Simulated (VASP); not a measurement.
# Ta2Mo (Pn-3m) in VASP: notebook

Runs on Ta2Mo. Level: PBE. Tasks: single point, relaxation of cell and atoms.

Everything below comes from runs of VASP 6.6.1. Logs are shortened: lines on timing, memory, paths and dates and some standing lists are left out, and cuts for length are marked.

### Step 1. The cell of the first run

Symmetry: Pn-3m, No. 224, cubic system. Conventional cell: a = 5.396 Å, b = 5.396 Å, c = 5.396 Å, α = 90.00°, β = 90.00°, γ = 90.00°. Within 3.1 Å of Ta (site symmetry -3m) lie 2 Mo at 2.34 Å. Mo (site symmetry -43m) has 4 Ta at 2.34 Å within 3.1 Å.

### Step 2. Single point, PBE

The input, INCAR:

```
SYSTEM = Ta2Mo
ALGO = Normal ; EDIFF = 1E-6
ENCUT = 520 ; GGA = PE
ISIF = 2 ; ISMEAR = 0
LASPH = .TRUE. ; LCHARG = .FALSE.
LREAL = .FALSE. ; LWAVE = .FALSE.
NBANDS = 45 ; NELM = 100
PREC = Accurate ; SIGMA = 0.1
```

The input, KPOINTS:

```
k-points
0
G
  4 4 4
  0 0 0
```

The input, POSCAR:

```
Ta2Mo
1.0
    5.3956044175      0.0000000000      0.0000000000
    0.0000000000      5.3956044175      0.0000000000
    0.0000000000      0.0000000000      5.3956044175
Ta Mo
4 2
Direct
    0.2500000000      0.2500000000      0.2500000000
    0.2500000000      0.7500000000      0.7500000000
    0.7500000000      0.7500000000      0.2500000000
    0.7500000000      0.2500000000      0.7500000000
    0.0000000000      0.0000000000      0.0000000000
    0.5000000000      0.5000000000      0.5000000000
```

Potentials or basis: VASP PAW PBE potentials, release 64 (Ta_pv, Mo_sv).

Run with:

```console
$ cat potpaw_PBE.64/Ta_pv/POTCAR potpaw_PBE.64/Mo_sv/POTCAR > POTCAR
$ mpirun -np 1 vasp_std > vasp.out
```

OUTCAR:

```text
SYSTEM = Ta2Mo
   EDIFF = 1E-6
   ENCUT = 520
   GGA = PE
   ISIF = 2
   ISMEAR = 0
   LASPH = .TRUE.
   LREAL = .FALSE.
   NELM = 100
   PREC = Accurate

 ion  position               nearest neighbor table
   1  0.250  0.250  0.250-   5 2.34   6 2.34
   2  0.250  0.750  0.750-   5 2.34   6 2.34
   3  0.750  0.750  0.250-   5 2.34   6 2.34
   4  0.750  0.250  0.750-   5 2.34   6 2.34
   5  0.000  0.000  0.000-   1 2.34   2 2.34   3 2.34   4 2.34
   6  0.500  0.500  0.500-   1 2.34   2 2.34   3 2.34   4 2.34

  LATTYP: Found a simple cubic cell.
 ALAT       =     5.3956044175

  Lattice vectors:

 A1 = (   5.3956044175,   0.0000000000,   0.0000000000)
 A2 = (   0.0000000000,   5.3956044175,   0.0000000000)
 A3 = (   0.0000000000,   0.0000000000,   5.3956044175)

Analysis of symmetry for initial positions (statically):
=====================================================================
 Subroutine PRICEL returns:
 Original cell was already a primitive cell.

 Routine SETGRP: Setting up the symmetry group for a
 simple cubic supercell.

 Subroutine GETGRP returns: Found 48 space group operations
 (whereof 24 operations were pure point group operations)
 out of a pool of 48 trial point group operations.

The static configuration has the point symmetry T_d .
 The point group associated with its full space group is O_h .

Analysis of symmetry for dynamics (positions and initial velocities):
=====================================================================
 Subroutine PRICEL returns:
 Original cell was already a primitive cell.

 Routine SETGRP: Setting up the symmetry group for a
 simple cubic supercell.

 Subroutine GETGRP returns: Found 48 space group operations
 (whereof 24 operations were pure point group operations)
 out of a pool of 48 trial point group operations.

The dynamic configuration has the point symmetry T_d .
 The point group associated with its full space group is O_h .

 Subroutine INISYM returns: Found 48 space group operations
 (whereof 24 operations are pure point group operations),
 and found     1 'primitive' translations

----------------------------------------------------------------------------------------

                                     Primitive cell

  volume of cell :     157.0798

  direct lattice vectors                    reciprocal lattice vectors
     5.395604418  0.000000000  0.000000000     0.185336048  0.000000000  0.000000000
     0.000000000  5.395604418  0.000000000     0.000000000  0.185336048  0.000000000
     0.000000000  0.000000000  5.395604418     0.000000000  0.000000000  0.185336048

  length of vectors
     5.395604418  5.395604418  5.395604418     0.185336048  0.185336048  0.185336048

  position of ions in fractional coordinates (direct lattice)
     0.250000000  0.250000000  0.250000000
     0.250000000  0.750000000  0.750000000
     0.750000000  0.750000000  0.250000000
     0.750000000  0.250000000  0.750000000
     0.000000000  0.000000000  0.000000000
     0.500000000  0.500000000  0.500000000

  ion indices of the primitive-cell ions
   primitive index   ion index
                 1           1
                 2           2
                 3           3
                 4           4
                 5           5
                 6           6

----------------------------------------------------------------------------------------

 KPOINTS: k-points

Automatic generation of k-mesh.
 Grid dimensions read from file:
 generate k-points for:    4    4    4

 Generating k-lattice:

  Cartesian coordinates                     Fractional coordinates (reciprocal lattice)
     0.046334012  0.000000000  0.000000000     0.250000000  0.000000000  0.000000000
     0.000000000  0.046334012  0.000000000     0.000000000  0.250000000  0.000000000
     0.000000000  0.000000000  0.046334012     0.000000000  0.000000000  0.250000000

  Length of vectors
     0.046334012  0.046334012  0.046334012

  Shift w.r.t. Gamma in fractional coordinates (k-lattice)
     0.000000000  0.000000000  0.000000000

 Subroutine IBZKPT returns following result:
 ===========================================

 Found     10 irreducible k-points:

 Following reciprocal coordinates:
            Coordinates               Weight
  0.000000  0.000000  0.000000      1.000000
  0.250000  0.000000  0.000000      6.000000
  0.500000  0.000000  0.000000      3.000000
  0.250000  0.250000  0.000000     12.000000
  0.500000  0.250000  0.000000     12.000000
  0.500000  0.500000  0.000000      3.000000
  0.250000  0.250000  0.250000      8.000000
  0.500000  0.250000  0.250000     12.000000
  0.500000  0.500000  0.250000      6.000000
  0.500000  0.500000  0.500000      1.000000
   k-points           NKPTS =     10   k-points in BZ     NKDIM =     10   number of bands    NBANDS=     45
   number of dos      NEDOS =    301   number of ions     NIONS =      6
   total plane-waves  NPLWV =  64000
   dimension x,y,z NGX =    40 NGY =   40 NGZ =   40
   dimension x,y,z NGXF=    80 NGYF=   80 NGZF=   80
   ions per type =               4   2
   NGX,Y,Z   is equivalent  to a cutoff of  12.32, 12.32, 12.32 a.u.
   NGXF,Y,Z  is equivalent  to a cutoff of  24.65, 24.65, 24.65 a.u.
 SYSTEM =  Ta2Mo
   PREC   = accura    normal or accurate (medium, high low for compatibility)
   ISTART =      0    job   : 0-new  1-cont  2-samecut
   ICHARG =      2    charge: 1-file 2-atom 10-const
   ISPIN  =      1    spin polarized calculation?
   LNONCOLLINEAR =      F non collinear calculations
   LSORBIT =      F    spin-orbit coupling
   LASPH  =      T    aspherical Exc in radial PAW
   ENCUT  =  520.0 eV  38.22 Ry    6.18 a.u.  10.03 10.03 10.03*2*pi/ulx,y,z
   NELM   =    100;   NELMIN=  2; NELMDL= -5     # of ELM steps
   EDIFF  = 0.1E-05   stopping-criterion for ELM
   LREAL  =      F    real-space projection
   EDIFFG = 0.1E-04   stopping-criterion for IOM
   NSW    =      0    number of steps for IOM
   IBRION =     -1    ionic relax: 0-MD 1-quasi-New 2-CG
   NFREE  =      0    steps in history (QN), initial steepest desc. (CG)
   ISIF   =      2    stress and relaxation
   ISYM   =      2    0-nonsym 1-usesym 2-fastsym
   POTIM  = 0.5000    time-step for ionic-motion
   TEBEG  =    0.0;   TEEND  =   0.0 temperature during run
   PSTRESS=    0.0 pullay stress
   NELECT =      72.0000    total number of electrons
   NUPDOWN=      -1.0000    fix difference up-down
   EMIN   =  10.00;   EMAX   =-10.00  energy-range for DOS
   EFERMI =   0.00;   METHOD = LEGACY
   ISMEAR =     0;   SIGMA  =   0.10  broadening in eV -4-tet -1-fermi 0-gaus
   EFERMI_NEDOS =   21; number of points for ismear=-14 and -15
   IALGO  =     38    algorithm
   IMIX   =      4    mixing-type and parameters
     AMIX     =   0.40;   BMIX     =  1.00
     AMIX_MAG =   1.60;   BMIX_MAG =  1.00
  volume/ion in A,a.u.               =      26.18       176.67
  Fermi-wavevector in a.u.,A,eV,Ry     =   1.262251  2.385308 21.677841  1.593276
  Thomas-Fermi vector in A             =   2.395668
   LORBIT       =      0    0 simple, 1 ext, 2 COOP (PROOUT), +10 PAW based schemes
   GGA     = PE    functional components
   LHFCALC =     F    Hartree Fock is set to
   AEXX    =    0.0000 exact exchange contribution
   IVDW    =     0    specifies the selected vdW correction
   LEPSILON=     F    determine dielectric tensor
   LRPA    =     F    only Hartree local field effects (RPA)
 non-spin polarized calculation
 Gauss-broadening in eV      SIGMA  =   0.10
  energy-cutoff  :      520.00
  volume of cell :      157.08
 maximum number of plane-waves:      4260
   NGX = 21   NGY = 21   NGZ = 21

 number of electron      72.0000002 magnetization

 Free energy of the ion-electron system (eV)
  ---------------------------------------------------
  ext. energy  EPLUGINS =         0.00000000
  ---------------------------------------------------
  free energy    TOTEN  =       -52.34140286 eV

  energy without entropy =      -52.29157788  energy(sigma->0) =      -52.31649037

 E-fermi :   4.1149     XC(G=0): -10.4054

 val. band max:        4.1079851253   @ k =   0.5000   0.5000   0.2500
 cond. band min:       4.1924731677   @ k =   0.0000   0.0000   0.0000
 fundamental gap:      0.0844880424
 Fermi energy:         4.1148670207

 k-point     1 :       0.0000    0.0000    0.0000
  band No.  band energies     occupation
      1     -56.1526      2.00000
      2     -56.1327      2.00000
      3     -32.1778      2.00000
      4     -32.1778      2.00000
      5     -32.1778      2.00000
      6     -30.9498      2.00000
[... 37 lines left out ...]
     44       5.5377      0.00000
     45       6.4414      0.00000

 k-point     2 :       0.2500    0.0000    0.0000
  band No.  band energies     occupation
      1     -56.1498      2.00000
      2     -56.1357      2.00000
      3     -32.1712      2.00000
      4     -32.1712      2.00000
      5     -32.0731      2.00000
      6     -31.3281      2.00000
[... 37 lines left out ...]
     44       5.8443      0.00000
     45       6.1027      0.00000

 k-point     3 :       0.5000    0.0000    0.0000
  band No.  band energies     occupation
      1     -56.1427      2.00000
      2     -56.1427      2.00000
      3     -32.1644      2.00000
      4     -32.1644      2.00000
      5     -31.7736      2.00000
      6     -31.7736      2.00000
[... 37 lines left out ...]
     44       5.7552      0.00000
     45       6.3726      0.00000

 k-point     4 :       0.2500    0.2500    0.0000
  band No.  band energies     occupation
      1     -56.1477      2.00000
      2     -56.1377      2.00000
      3     -32.1705      2.00000
      4     -32.1666      2.00000
      5     -31.9889      2.00000
      6     -31.4963      2.00000
[... 37 lines left out ...]
     44       6.0982      0.00000
     45       6.1874      0.00000

 k-point     5 :       0.5000    0.2500    0.0000
  band No.  band energies     occupation
      1     -56.1427      2.00000
      2     -56.1427      2.00000
      3     -32.1639      2.00000
      4     -32.1639      2.00000
      5     -31.7743      2.00000
      6     -31.7743      2.00000
[... 37 lines left out ...]
     44       5.6825      0.00000
     45       6.3938      0.00000

 k-point     6 :       0.5000    0.5000    0.0000
  band No.  band energies     occupation
      1     -56.1427      2.00000
      2     -56.1427      2.00000
      3     -32.1632      2.00000
      4     -32.1632      2.00000
      5     -31.7753      2.00000
      6     -31.7753      2.00000
[... 37 lines left out ...]
     44       5.5882      0.00000
     45       6.5210      0.00000

 k-point     7 :       0.2500    0.2500    0.2500
  band No.  band energies     occupation
      1     -56.1477      2.00000
      2     -56.1377      2.00000
      3     -32.1716      2.00000
      4     -32.1716      2.00000
      5     -31.9764      2.00000
      6     -31.5186      2.00000
[... 37 lines left out ...]
     44       5.7823      0.00000
     45       6.4208      0.00000

 k-point     8 :       0.5000    0.2500    0.2500
  band No.  band energies     occupation
      1     -56.1477      2.00000
      2     -56.1377      2.00000
      3     -32.1726      2.00000
      4     -32.1665      2.00000
      5     -31.9882      2.00000
      6     -31.5000      2.00000
[... 37 lines left out ...]
     44       5.7389      0.00000
     45       5.9819      0.00000

 k-point     9 :       0.5000    0.5000    0.2500
  band No.  band energies     occupation
      1     -56.1498      2.00000
      2     -56.1356      2.00000
      3     -32.1721      2.00000
      4     -32.1721      2.00000
      5     -32.0756      2.00000
      6     -31.3292      2.00000
[... 37 lines left out ...]
     44       5.6032      0.00000
     45       5.9307      0.00000

 k-point    10 :       0.5000    0.5000    0.5000
  band No.  band energies     occupation
      1     -56.1528      2.00000
      2     -56.1326      2.00000
      3     -32.1808      2.00000
      4     -32.1808      2.00000
      5     -32.1808      2.00000
      6     -30.9528      2.00000
[... 37 lines left out ...]
     44       5.5578      0.00000
     45       5.6497      0.00000

------------------------ aborting loop because EDIFF is reached ----------------------------------------

  FORCE on cell =-STRESS in cart. coord.  units (eV):
  Direction    XX          YY          ZZ          XY          YZ          ZX
  --------------------------------------------------------------------------------------
  -------------------------------------------------------------------------------------
  Total        0.6653544      0.6653544      0.6653544      0.0000000     -0.0000000      0.0000000
  in kB        6.7864601      6.7864601      6.7864601      0.0000000     -0.0000000      0.0000000
  external PRESSURE =       6.7864601 kB  Pullay stress =       0.0000000 kB

 VOLUME and BASIS-vectors are now :
 -----------------------------------------------------------------------------
  energy-cutoff  :      520.00
  volume of cell :      157.08
      direct lattice vectors                 reciprocal lattice vectors
     5.395604418  0.000000000  0.000000000     0.185336048  0.000000000  0.000000000
     0.000000000  5.395604418  0.000000000     0.000000000  0.185336048  0.000000000
     0.000000000  0.000000000  5.395604418     0.000000000  0.000000000  0.185336048

 POSITION                                       TOTAL-FORCE (eV/Angst)
 -----------------------------------------------------------------------------------
      1.34890      1.34890      1.34890         0.000000      0.000000     -0.000000
      1.34890      4.04670      4.04670        -0.000000     -0.000000      0.000000
      4.04670      4.04670      1.34890         0.000000     -0.000000     -0.000000
      4.04670      1.34890      4.04670         0.000000      0.000000      0.000000
      0.00000      0.00000      0.00000         0.000000     -0.000000      0.000000
      2.69780      2.69780      2.69780        -0.000000      0.000000      0.000000
 -----------------------------------------------------------------------------------
    total drift:                                0.000000     -0.000000     -0.000000

  FREE ENERGIE OF THE ION-ELECTRON SYSTEM (eV)
  ---------------------------------------------------
  free  energy   TOTEN  =       -52.3414028595 eV

  energy  without entropy=      -52.2915778838  energy(sigma->0) =      -52.31649037
```

Wall time 36 s (1 thread of Intel Xeon 6975P-C (Granite Rapids), shared host); peak memory 0.25 GiB.

What came out:

```yaml
Free_energy: -52.3414 eV
Pressure: 0.7 GPa
Band_gap_on_the_k_mesh: zero (bands 36 and 37 overlap by 0.51 eV)
```

Caveat: spin-orbit coupling is left out, which moves the levels of the heavy elements.

### Step 3. Relaxation of cell and atoms, PBE

This run uses another cell than the first one, of 18.11 Å³/atom.

The input, INCAR:

```
SYSTEM = Ta2Mo
PREC = Accurate ; ENCUT = 600
EDIFF = 1E-6 ; ISMEAR = 0
SIGMA = 0.1 ; LREAL = .FALSE.
LASPH = .TRUE. ; NELM = 100
ALGO = Normal ; ISIF = 3
LWAVE = .FALSE. ; LCHARG = .FALSE.
GGA = PE ; IBRION = 2
NSW = 90 ; EDIFFG = -0.04
```

The input, KPOINTS:

```
Automatic mesh
0
G
  4 4 4
  0 0 0
```

POSCAR, as its differences from that of step 2:

```diff
@@ -2,5 +2,5 @@
 1.0
-    5.3956044175      0.0000000000      0.0000000000
-    0.0000000000      5.3956044175      0.0000000000
-    0.0000000000      0.0000000000      5.3956044175
+    4.7714755090      0.0000000000      0.0000000000
+    0.0000000000      4.7714755090      0.0000000000
+    0.0000000000      0.0000000000      4.7714755090
 Ta Mo
```

Potentials or basis: VASP PAW PBE potentials, release 64 (Ta_pv, Mo_sv).

Run with:

```console
$ cat potpaw_PBE.64/Ta_pv/POTCAR potpaw_PBE.64/Mo_sv/POTCAR > POTCAR
$ mpirun -np 1 vasp_std > vasp.out
```

Run time: 3.5 min. Hardware: 1 thread of Intel Xeon 6975P-C (Granite Rapids), shared host; peak memory 0.26 GiB.

Results (log left out):

* Free energy: -52.3285 eV
* Relaxed volume: 26.31 Å³/atom
* Relaxed cell: a = 5.405 Å, b = 5.405 Å, c = 5.405 Å, α = 90.00°, β = 90.00°, γ = 90.00°
* Space group after relaxing (to 0.1 Å): Pn-3m (No. 224)
* Pressure after relaxing: 0.2 GPa
* Band gap on the k mesh: zero (bands 36 and 37 overlap by 0.51 eV)

Final structure:
```xyz
6
Lattice="5.4047 0.0000 0.0000 0.0000 5.4047 0.0000 0.0000 0.0000 5.4047" Properties=species:S:1:pos:R:3 pbc="T T T"
Ta    1.3512    1.3512    1.3512
Ta    1.3512    4.0536    4.0536
Ta    4.0536    4.0536    1.3512
Ta    4.0536    1.3512    4.0536
Mo    0.0000    0.0000    0.0000
Mo    2.7024    2.7024    2.7024
```

Levels at points of the mesh, in eV from the Fermi level:
```csv
k point,band 33,band 34,band 35,band 36,band 37,band 38,band 39,band 40
"(0.00, 0.00, 0.00)",0.08,0.08,0.10,0.10,0.10,0.38,0.38,0.38
"(0.50, 0.00, 0.00)",-0.42,-0.42,0.25,0.25,0.67,0.67,0.77,0.77
"(0.50, 0.50, 0.00)",-0.59,-0.59,-0.45,-0.45,-0.25,-0.25,0.21,0.21
"(0.50, 0.50, 0.50)",-0.61,-0.61,-0.45,0.08,0.08,0.08,0.28,0.28
```

Caveat: the volume moved by over 15 % at a fixed basis, so the end points are rough; spin-orbit coupling is left out, which moves the levels of the heavy elements.

### Step 4. Single point, PBE

This run uses another cell than the first one, of 26.32 Å³/atom.

The input, INCAR:

```
SYSTEM = Ta2Mo
PREC     = Accurate       ! precision mode
ENCUT    = 520            ! plane-wave cutoff, eV
EDIFF    = 1E-6           ! SCF threshold, eV
ISMEAR   = 0              ! smearing method
SIGMA    = 0.1            ! smearing width, eV
LREAL    = .False.        ! projectors in reciprocal space
LASPH    = .True.         ! aspherical terms in the spheres
NELM     = 80             ! most SCF steps
ALGO     = Fast           ! electronic algorithm
ISIF     = 2              ! what is computed and relaxed
LWAVE    = .False.        ! write WAVECAR
LCHARG   = .False.        ! write CHGCAR
GGA      = PE             ! functional
NBANDS   = 45             ! bands
```

The input, KPOINTS:

```
Automatic mesh
0
Gamma
  8 8 8
  0 0 0
```

POSCAR, as its differences from that of step 3:

```diff
@@ -2,5 +2,5 @@
 1.0
-    4.7714755090      0.0000000000      0.0000000000
-    0.0000000000      4.7714755090      0.0000000000
-    0.0000000000      0.0000000000      4.7714755090
+    5.4050735773      0.0000000000      0.0000000000
+    0.0000000000      5.4050735773      0.0000000000
+    0.0000000000      0.0000000000      5.4050735773
 Ta Mo
```

Run with:

```console
$ cat potpaw_PBE.64/Ta_pv/POTCAR potpaw_PBE.64/Mo_sv/POTCAR > POTCAR
$ mpirun -np 1 vasp_std > vasp.out
```

Wall time 3 min (1 thread of Intel Xeon 6975P-C (Granite Rapids), shared host); peak memory 0.37 GiB.

The run converged. Its results:

| Quantity | Value |
| --- | --- |
| Free energy | -52.3456 eV |
| Pressure | 0.5 GPa |
| Band gap on the k mesh | zero (bands 36 and 37 overlap by 0.51 eV) |

Levels at points of the mesh, in eV from the Fermi level:
```tsv
k point	band 34	band 35	band 36	band 37	band 38	band 39
(0.00, 0.00, 0.00)	0.06	0.10	0.10	0.10	0.37	0.37
(0.50, 0.00, 0.00)	-0.43	0.25	0.25	0.66	0.66	0.76
(0.50, 0.50, 0.00)	-0.59	-0.47	-0.47	-0.26	-0.26	0.20
(0.50, 0.50, 0.50)	-0.62	-0.46	0.07	0.07	0.07	0.28
```

Caveat: spin-orbit coupling is left out, which moves the levels of the heavy elements.

### Step 5. The runs side by side

```csv
task,cell,k mesh,cutoff (eV),gap on the mesh (eV),pressure (GPa)
single point,"a = 5.396 Å, 6 atoms",4 × 4 × 4,520,none,0.7
relaxation of cell and atoms,"relaxed from a = 4.771 Å, 6 atoms",4 × 4 × 4,600,none,0.2
single point,"a = 5.405 Å, 6 atoms",8 × 8 × 8,520,none,0.5
```

Alike in all rows: level PBE; potentials or basis VASP PAW PBE potentials, release 64 (Ta_pv, Mo_sv); no spin polarisation; smearing gaussian 0.1 eV.

Caveats: spin-orbit coupling is left out, which moves the levels of the heavy elements; the volume moved by over 15 % at a fixed basis, so the end points are rough (at least some runs).

Total energies depend on the potentials used, so only differences within one code and one set of settings carry meaning.
